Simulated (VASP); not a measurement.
Wanted: the native input for a VASP 6.6.1 run.

```yaml
Task: single point
Functional: PBE
Potentials_or_basis: VASP PAW PBE potentials, release 64 (Ni)
Cutoff: 520 eV
k_mesh: 15 × 15 × 15
Occupations: gaussian, width 0.03 eV
Spin: no spin polarisation
Dipole_correction: no
Further_INCAR_settings: ALGO = Normal; EDIFF = 1e-06; NBANDS = 11
```

The structure of Ni lies in POSCAR:

```
Ni
1.0
    0.0000000000      1.7572466680      1.7572466680
    1.7572466680      0.0000000000      1.7572466680
    1.7572466680      1.7572466680      0.0000000000
Ni
1
Direct
    0.0000000000      0.0000000000      0.0000000000
```

These files were run (other wordings do the same):

INCAR

```
  PREC = Accurate
  ENCUT = 520
  EDIFF = 1E-6
  ISMEAR = 0
  SIGMA = 0.03
  LREAL = False
  LASPH = True
  NELM = 100
  ALGO = Normal
  ISIF = 2
  LWAVE = False
  LCHARG = False
  GGA = PE
  NBANDS = 11
```

KPOINTS

```
regular mesh
0
Gamma
  15 15 15
```

Potentials or basis: VASP PAW PBE potentials, release 64 (Ni).

Command:

```sh
$ cat potpaw_PBE.64/Ni/POTCAR > POTCAR
$ mpirun -np 1 vasp_std > vasp.out
```

Results of the run:

```json
{"Pressure": "-0.8 GPa", "Band gap on the k mesh": "zero (band 5 reaches 9.37 eV, above the bottom of band 6 at 8.43 eV)"}
```

Caveat: the run has no spin polarisation, though such a crystal can be magnetic.

Run time: 27 s on 1 thread of AMD EPYC 7R13 (shared host), peak memory 0.1 GiB.
